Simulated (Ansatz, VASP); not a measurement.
**SiC in VASP and in Ansatz**

The input INCAR:

```
  PREC = Accurate
  ENCUT = 600
  EDIFF = 1E-6
  ISMEAR = 0
  SIGMA = 0.05
  LREAL = F
  LASPH = T
  NELM = 120
  ALGO = Normal
  ISIF = 2
  LWAVE = F
  LCHARG = F
  GGA = PE
  NBANDS = 26
  GGA_COMPAT = F
```

Contents of KPOINTS:

```
Automatic mesh
0
Gamma
  10 10 3
```

The input POSCAR:

```
SiC
1.0
   -3.0759982064      0.0000000000      0.0000000000
   -1.5379991032     -2.6638925888      0.0000000000
    0.0000000000      0.0000000000     16.0960000000
Si C
4 4
Direct
    0.3333333333      0.3333333333      0.4100559145
    0.3333333333      0.3333333333      0.0964376243
    0.6666666667      0.6666666667      0.5668650596
    0.6666666667      0.6666666667      0.2532467694
    0.3333333333      0.3333333333      0.5307989563
    0.3333333333      0.3333333333      0.2171806660
    0.6666666667      0.6666666667      0.0603715209
    0.6666666667      0.6666666667      0.3739898111
```

Input for Ansatz:

```yaml
crystal:
  lattice:
    - [-3.0759982064, 0.0, 0.0]
    - [-1.5379991032, -2.6638925888, 0.0]
    - [0.0, 0.0, 16.096]
  atoms:
    - { symbol: Si, position: [0.3333333333, 0.3333333333, 0.4100559145] }
    - { symbol: Si, position: [0.3333333333, 0.3333333333, 0.0964376243] }
    - { symbol: Si, position: [0.6666666667, 0.6666666667, 0.5668650596] }
    - { symbol: Si, position: [0.6666666667, 0.6666666667, 0.2532467694] }
    - { symbol: C, position: [0.3333333333, 0.3333333333, 0.5307989563] }
    - { symbol: C, position: [0.3333333333, 0.3333333333, 0.217180666] }
    - { symbol: C, position: [0.6666666667, 0.6666666667, 0.0603715209] }
    - { symbol: C, position: [0.6666666667, 0.6666666667, 0.3739898111] }
basis:
  ecutwfc: 420
kpoints:
  mp_grid: { grid: [10, 10, 3] }
hamiltonian:
  xc: pbe
scf:
  occupations: { method: gaussian, width: 0.05 }
output:
  forces: true
  stress: true
  eigenvalues: true
```

Alike in both runs: task single point; functional PBE; k mesh 10 × 10 × 3; occupations gaussian, width 0.05 eV; no spin polarisation.

```csv
,VASP,Ansatz
version,VASP 6.6.1,Ansatz 0.2.0
potentials or method,"VASP PAW PBE potentials, release 64 (Si, C), cutoff 600 eV","scalar-relativistic, plane waves, PAW"
valence electrons in the cell,32,32
```

Ansatz gave:

* gap on the k mesh at the Fermi level (eV): none
* rms of the force components (eV/Å): 0.620

Q: Estimate VASP's values.

A: gap on the k mesh at the Fermi level (eV): none; rms of the force components (eV/Å): 0.619.

Atom by atom the forces differ by 0.005 eV/Å (rms over components). A gap of «none» marks a metal or a gap that the smearing closes.
